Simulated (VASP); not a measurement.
# AlN (Cmc2_1) in VASP: a series of runs

AlN is run at these levels: LDA; tasks: single point.

All numbers are computed with VASP 6.6.1; they aren't measurements. Logs are shortened: lines on timing, memory, paths and dates and some standing lists are left out, and cuts for length are marked.

## 1. The cell of the first run

The structure is orthorhombic, space group Cmc2_1 (No. 36). The conventional cell has a = 3.089 Å, b = 5.350 Å, c = 4.944 Å, α = 90.00°, β = 90.00°, γ = 90.00°. Within 2.5 Å of Al (site symmetry m) lie 4 N at 1.87 to 1.89 Å. N (site symmetry m) has 4 Al at 1.87 to 1.89 Å within 2.5 Å.

## 2. Single point, LDA (mode 4 frozen in at +0.000 Å and mode 5 at +0.017 Å (largest displacements))

Contents of INCAR:

```
ALGO = Normal ; EDIFF = 1E-7
ENCUT = 520 ; ISIF = 2
ISMEAR = 0 ; LASPH = True
LCHARG = True ; LELF = True
LREAL = False ; LVHAR = True
LWAVE = False ; NBANDS = 16
NELM = 100 ; PREC = Accurate
SIGMA = 0.05
```

Contents of KPOINTS:

```
k-points
0
Gamma
  9 9 6
```

Contents of POSCAR:

```
AlN
1.0
    3.0887424016      0.0000000000      0.0000000000
   -1.5443712008      2.6749293856      0.0000000000
    0.0000000000      0.0000000000      4.9437688231
Al N
2 2
Direct
    0.3365483715      0.6730967429      0.0015212672
    0.6634516285      0.3269032571      0.5015212672
    0.3304644511      0.6609289023      0.3834787328
    0.6695355489      0.3390710977      0.8834787328
```

Potentials or basis: VASP PAW LDA potentials, release 64 (Al, N).

Started as:

```sh
> cat potpaw_LDA.64/Al/POTCAR potpaw_LDA.64/N/POTCAR > POTCAR
> mpirun -np 1 vasp_std > vasp.out
```

OUTCAR:

```text
EDIFF = 1E-7
   ENCUT = 520
   ISIF = 2
   ISMEAR = 0
   LASPH = True
   LREAL = False
   NELM = 100
   PREC = Accurate

 ion  position               nearest neighbor table
   1  0.337  0.673  0.002-   4 1.87   4 1.88   4 1.88   3 1.89   2 3.03   2 3.03   2 3.06   2 3.06
                             2 3.06   2 3.06
   2  0.663  0.327  0.502-   3 1.87   3 1.88   3 1.88   4 1.89   1 3.03   1 3.03   1 3.06   1 3.06
                             1 3.06   1 3.06
   3  0.330  0.661  0.383-   2 1.87   2 1.88   2 1.88   1 1.89
   4  0.670  0.339  0.883-   1 1.87   1 1.88   1 1.88   2 1.89

  LATTYP: Found a hexagonal cell.
 ALAT       =     3.0887424016
 C/A-ratio  =     1.6005766038

  Lattice vectors:

 A1 = (   3.0887424016,   0.0000000000,   0.0000000000)
 A2 = (  -1.5443712008,   2.6749293856,   0.0000000000)
 A3 = (   0.0000000000,   0.0000000000,   4.9437688231)

Analysis of symmetry for initial positions (statically):
=====================================================================
 Subroutine PRICEL returns:
 Original cell was already a primitive cell.

 Routine SETGRP: Setting up the symmetry group for a
 hexagonal supercell.

 Subroutine GETGRP returns: Found  4 space group operations
 (whereof  2 operations were pure point group operations)
 out of a pool of 24 trial point group operations.

The static configuration has the point symmetry C_1h.
 The point group associated with its full space group is C_2v.

Analysis of symmetry for dynamics (positions and initial velocities):
=====================================================================
 Subroutine PRICEL returns:
 Original cell was already a primitive cell.

 Routine SETGRP: Setting up the symmetry group for a
 hexagonal supercell.

 Subroutine GETGRP returns: Found  4 space group operations
 (whereof  2 operations were pure point group operations)
 out of a pool of 24 trial point group operations.

The dynamic configuration has the point symmetry C_1h.
 The point group associated with its full space group is C_2v.

 Subroutine INISYM returns: Found  4 space group operations
 (whereof  2 operations are pure point group operations),
 and found     1 'primitive' translations

----------------------------------------------------------------------------------------

                                     Primitive cell

  volume of cell :      40.8462

  direct lattice vectors                    reciprocal lattice vectors
     3.088742402  0.000000000  0.000000000     0.323756361  0.186920822  0.000000000
    -1.544371201  2.674929386  0.000000000     0.000000000  0.373841644  0.000000000
     0.000000000  0.000000000  4.943768823     0.000000000  0.000000000  0.202274830

  length of vectors
     3.088742402  3.088742402  4.943768823     0.373841644  0.373841644  0.202274830

  position of ions in fractional coordinates (direct lattice)
     0.336548372  0.673096743  0.001521267
     0.663451628  0.326903257  0.501521267
     0.330464451  0.660928902  0.383478733
     0.669535549  0.339071098  0.883478733

  ion indices of the primitive-cell ions
   primitive index   ion index
                 1           1
                 2           2
                 3           3
                 4           4

----------------------------------------------------------------------------------------

 KPOINTS: k-points

Automatic generation of k-mesh.
 Grid dimensions read from file:
 generate k-points for:    9    9    6

 Generating k-lattice:

  Cartesian coordinates                     Fractional coordinates (reciprocal lattice)
     0.035972929  0.020768980  0.000000000     0.111111111 -0.000000000  0.000000000
     0.000000000  0.041537960  0.000000000     0.000000000  0.111111111  0.000000000
     0.000000000  0.000000000  0.033712472     0.000000000  0.000000000  0.166666667

  Length of vectors
     0.041537960  0.041537960  0.033712472

  Shift w.r.t. Gamma in fractional coordinates (k-lattice)
     0.000000000  0.000000000  0.000000000

 Subroutine IBZKPT returns following result:
 ===========================================

 Found    100 irreducible k-points:

 Following reciprocal coordinates:
            Coordinates               Weight
  0.000000  0.000000  0.000000      1.000000
  0.111111  0.000000  0.000000      4.000000
  0.000000  0.111111  0.000000      2.000000
  0.222222 -0.000000  0.000000      4.000000
  0.000000  0.222222  0.000000      2.000000
  0.333333 -0.000000  0.000000      4.000000
[... 16 lines left out ...]
 -0.222222 -0.444444  0.000000      4.000000
  0.444444  0.333333  0.000000      4.000000
 [... further k-points ...]
   k-points           NKPTS =    100   k-points in BZ     NKDIM =    100   number of bands    NBANDS=     16
   number of dos      NEDOS =    301   number of ions     NIONS =      4
   total plane-waves  NPLWV =  23040
   dimension x,y,z NGX =    24 NGY =   24 NGZ =   40
   dimension x,y,z NGXF=    48 NGYF=   48 NGZF=   80
   ions per type =               2   2
   NGX,Y,Z   is equivalent  to a cutoff of  12.92, 12.92, 13.45 a.u.
   NGXF,Y,Z  is equivalent  to a cutoff of  25.84, 25.84, 26.90 a.u.
 SYSTEM =  unknown system
   PREC   = accura    normal or accurate (medium, high low for compatibility)
   ISTART =      0    job   : 0-new  1-cont  2-samecut
   ICHARG =      2    charge: 1-file 2-atom 10-const
   ISPIN  =      1    spin polarized calculation?
   LNONCOLLINEAR =      F non collinear calculations
   LSORBIT =      F    spin-orbit coupling
   LASPH  =      T    aspherical Exc in radial PAW
   ENCUT  =  520.0 eV  38.22 Ry    6.18 a.u.   5.74  5.74  9.19*2*pi/ulx,y,z
   NELM   =    100;   NELMIN=  2; NELMDL= -5     # of ELM steps
   EDIFF  = 0.1E-06   stopping-criterion for ELM
   LREAL  =      F    real-space projection
   EDIFFG = 0.1E-05   stopping-criterion for IOM
   NSW    =      0    number of steps for IOM
   IBRION =     -1    ionic relax: 0-MD 1-quasi-New 2-CG
   NFREE  =      0    steps in history (QN), initial steepest desc. (CG)
   ISIF   =      2    stress and relaxation
   ISYM   =      2    0-nonsym 1-usesym 2-fastsym
   POTIM  = 0.5000    time-step for ionic-motion
   TEBEG  =    0.0;   TEEND  =   0.0 temperature during run
   PSTRESS=    0.0 pullay stress
   NELECT =      16.0000    total number of electrons
   NUPDOWN=      -1.0000    fix difference up-down
   EMIN   =  10.00;   EMAX   =-10.00  energy-range for DOS
   EFERMI =   0.00;   METHOD = LEGACY
   ISMEAR =     0;   SIGMA  =   0.05  broadening in eV -4-tet -1-fermi 0-gaus
   EFERMI_NEDOS =   21; number of points for ismear=-14 and -15
   IALGO  =     38    algorithm
   IMIX   =      4    mixing-type and parameters
     AMIX     =   0.40;   BMIX     =  1.00
     AMIX_MAG =   1.60;   BMIX_MAG =  1.00
  volume/ion in A,a.u.               =      10.21        68.91
  Fermi-wavevector in a.u.,A,eV,Ry     =   1.197836  2.263582 19.521797  1.434812
  Thomas-Fermi vector in A             =   2.333741
   LORBIT       =      0    0 simple, 1 ext, 2 COOP (PROOUT), +10 PAW based schemes
   GGA     = CA    functional components
   LHFCALC =     F    Hartree Fock is set to
   AEXX    =    0.0000 exact exchange contribution
   IVDW    =     0    specifies the selected vdW correction
   LEPSILON=     F    determine dielectric tensor
   LRPA    =     F    only Hartree local field effects (RPA)
 non-spin polarized calculation
 Gauss-broadening in eV      SIGMA  =   0.05
  energy-cutoff  :      520.00
  volume of cell :       40.85
 maximum number of plane-waves:      1118
   NGX = 11   NGY = 11   NGZ = 19

 number of electron      15.9999999 magnetization

 Free energy of the ion-electron system (eV)
  ---------------------------------------------------
  ext. energy  EPLUGINS =         0.00000000
  ---------------------------------------------------
  free energy    TOTEN  =       -32.83867612 eV

  energy without entropy =      -32.83867612  energy(sigma->0) =      -32.83867612

 E-fermi :   6.3866     XC(G=0): -11.3429

 val. band max:        6.1151338756   @ k =   0.0000   0.0000   0.0000
 cond. band min:      10.5347649336   @ k =   0.0000   0.0000   0.0000
 fundamental gap:      4.4196310580
 Fermi energy:         6.3865593020

 k-point     1 :       0.0000    0.0000    0.0000
  band No.  band energies     occupation
      1      -9.0586      2.00000
      2      -6.7653      2.00000
      3      -0.0400      2.00000
      4       5.2168      2.00000
      5       5.2326      2.00000
      6       5.8583      2.00000
[... 8 lines left out ...]
     15      19.2503      0.00000
     16      19.3068      0.00000

 k-point     2 :       0.1111    0.0000    0.0000
  band No.  band energies     occupation
      1      -8.8943      2.00000
      2      -6.6718      2.00000
      3       0.1510      2.00000
      4       4.5067      2.00000
      5       5.0221      2.00000
      6       5.2236      2.00000
[... 8 lines left out ...]
     15      19.1098      0.00000
     16      19.2331      0.00000

 k-point     3 :       0.0000    0.1111    0.0000
  band No.  band energies     occupation
      1      -8.8946      2.00000
      2      -6.6711      2.00000
      3       0.1504      2.00000
      4       4.5038      2.00000
      5       5.0172      2.00000
      6       5.2004      2.00000
[... 8 lines left out ...]
     15      19.0383      0.00000
     16      19.2844      0.00000

 k-point     4 :       0.2222   -0.0000    0.0000
  band No.  band energies     occupation
      1      -8.4263      2.00000
      2      -6.4367      2.00000
      3       0.7064      2.00000
      4       2.9826      2.00000
      5       3.9465      2.00000
      6       4.6029      2.00000
[... 8 lines left out ...]
     15      18.3083      0.00000
     16      19.0415      0.00000
[... 324 lines left out ...]
 k-point    22 :       0.3333    0.2222    0.0000
  band No.  band energies     occupation
      1      -6.7960      2.00000
      2      -6.1831      2.00000
      3       1.0568      2.00000
      4       2.0574      2.00000
      5       2.8098      2.00000
      6       2.9253      2.00000
[... 8 lines left out ...]
     15      18.7738      0.00000
     16      20.7352      0.00000

 k-point    23 :      -0.2222   -0.4444    0.0000
  band No.  band energies     occupation
      1      -6.8072      2.00000
      2      -6.1674      2.00000
      3       1.0118      2.00000
      4       2.1005      2.00000
      5       2.8104      2.00000
      6       2.8945      2.00000
[... 8 lines left out ...]
     15      18.8164      0.00000
     16      20.6827      0.00000

 k-point    24 :       0.4444    0.3333    0.0000
  band No.  band energies     occupation
      1      -6.7891      2.00000
      2      -6.1927      2.00000
      3       1.0663      2.00000
      4       2.0863      2.00000
      5       2.7748      2.00000
      6       2.9365      2.00000
[... 8 lines left out ...]
     15      18.8482      0.00000
     16      20.6621      0.00000

 [... further k-points ...]
[... 5 lines left out ...]
  --------------------------------------------------------------------------------------
  -------------------------------------------------------------------------------------
  Total        0.1748562      0.1411751      0.1501050      0.0000000      0.0000000      0.0000000
  in kB        6.8586617      5.5375368      5.8878071      0.0000000      0.0000000      0.0000000
  external PRESSURE =       6.0946685 kB  Pullay stress =       0.0000000 kB

 VOLUME and BASIS-vectors are now :
 -----------------------------------------------------------------------------
  energy-cutoff  :      520.00
  volume of cell :       40.85
      direct lattice vectors                 reciprocal lattice vectors
     3.088742402  0.000000000  0.000000000     0.323756361  0.186920822  0.000000000
    -1.544371201  2.674929386  0.000000000     0.000000000  0.373841644  0.000000000
     0.000000000  0.000000000  4.943768823     0.000000000  0.000000000  0.202274830

 POSITION                                       TOTAL-FORCE (eV/Angst)
 -----------------------------------------------------------------------------------
      0.00000      1.80049      0.00752        -0.000000     -0.099625      0.001310
      1.54437      0.87444      2.47941         0.000000      0.099625      0.001310
     -0.00000      1.76794      1.89583         0.000000      0.043984     -0.001310
      1.54437      0.90699      4.36771        -0.000000     -0.043984     -0.001310
 -----------------------------------------------------------------------------------
    total drift:                               -0.000000     -0.000000     -0.000507

  FREE ENERGIE OF THE ION-ELECTRON SYSTEM (eV)
  ---------------------------------------------------
  free  energy   TOTEN  =       -32.8386761214 eV

  energy  without entropy=      -32.8386761214  energy(sigma->0) =      -32.83867612
```

It took 22 s on 1 thread of Intel Xeon Platinum 8559C (Emerald Rapids), shared host; peak memory 0.17 GiB.

Results:

```yaml
Free_energy: -32.8387 eV
Pressure: 0.6 GPa
Largest_force: 0.100 eV/Å
Band_gap_on_the_k_mesh: 4.42 eV, direct
```

Forces on the atoms (eV/Å):
```
Al   0.000 -0.100  0.001
Al   0.000  0.100  0.001
N    0.000  0.044 -0.001
N    0.000 -0.044 -0.001
```

Stress tensor (GPa, compression positive):
```
0.69 0.00 0.00
0.00 0.55 0.00
0.00 0.00 0.59
```

Caveat: the cell differs from its parent crystal (mode 4 frozen in at +0.000 Å and mode 5 at +0.017 Å (largest displacements)). A k mesh can miss the band edges.

(Part 1 of 3 ends here.)
